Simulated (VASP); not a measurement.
# SiO2: single point with PBE

The system is SiO2.

```
CELL_PARAMETERS angstrom
4.01398 0.00000 0.00000
0.00000 4.01398 0.00000
0.00000 0.00000 2.87561
ATOMIC_POSITIONS crystal
Si 0.50000 0.50000 0.50000
Si 0.00000 0.00000 0.00000
O 0.69301 0.69301 0.00000
O 0.19301 0.80699 0.50000
O 0.30699 0.30699 0.00000
O 0.80699 0.19301 0.50000
```

```yaml
Program: VASP 6.6.1
Task: single point
Functional: PBE
Potentials_or_basis: VASP PAW PBE potentials, release 64 (Si, O)
Cutoff: 520 eV
k_mesh: 6 × 6 × 10
Occupations: gaussian, width 0.05 eV
Spin: no spin polarisation
Dipole_correction: no
Further_INCAR_settings: ALGO = Normal; EDIFF = 1e-07; NBANDS = 25
```

The pressure is 10.4 GPa and the largest force is 0.880 eV/Å. The band gap on the k mesh is 5.20 eV.

Forces on the atoms (eV/Å):
```
Si   0.000  0.000  0.000
Si   0.000  0.000  0.000
O    0.622  0.622  0.000
O    0.622 -0.622  0.000
O   -0.622 -0.622  0.000
O   -0.622  0.622  0.000
```

Stress tensor (GPa, compression positive):
```
 26.03   0.00   0.00
  0.00  26.03   0.00
  0.00   0.00 -20.98
```

Levels at points of the mesh, in eV from the valence-band top:
| k point | band 13 | band 14 | band 15 | band 16 | band 17 | band 18 | band 19 | band 20 |
| --- | --- | --- | --- | --- | --- | --- | --- | --- |
| (0.00, 0.00, 0.00) | -2.76 | -0.67 | -0.67 | 0.00 | 5.20 | 5.27 | 7.11 | 7.11 |
| (0.50, 0.00, 0.00) | -2.88 | -2.88 | -0.92 | -0.92 | 6.92 | 6.92 | 7.90 | 7.90 |
| (0.50, 0.50, 0.00) | -2.89 | -2.89 | -1.77 | -1.77 | 6.56 | 6.56 | 9.13 | 9.13 |
| (0.00, 0.00, 0.50) | -3.28 | -3.28 | -2.47 | -2.47 | 9.44 | 9.44 | 12.23 | 12.23 |
| (0.50, 0.00, 0.50) | -1.89 | -1.89 | -1.55 | -1.55 | 9.22 | 9.22 | 11.05 | 11.05 |
| (0.50, 0.50, 0.50) | -1.35 | -1.35 | -1.32 | -1.32 | 7.70 | 7.70 | 11.53 | 11.53 |

Run time: 84 s on 1 thread of Intel Xeon 8259CL, with other jobs on the host, peak memory 0.19 GiB.

Caveat: the cell stands under pressure. A k mesh can miss the band edges.
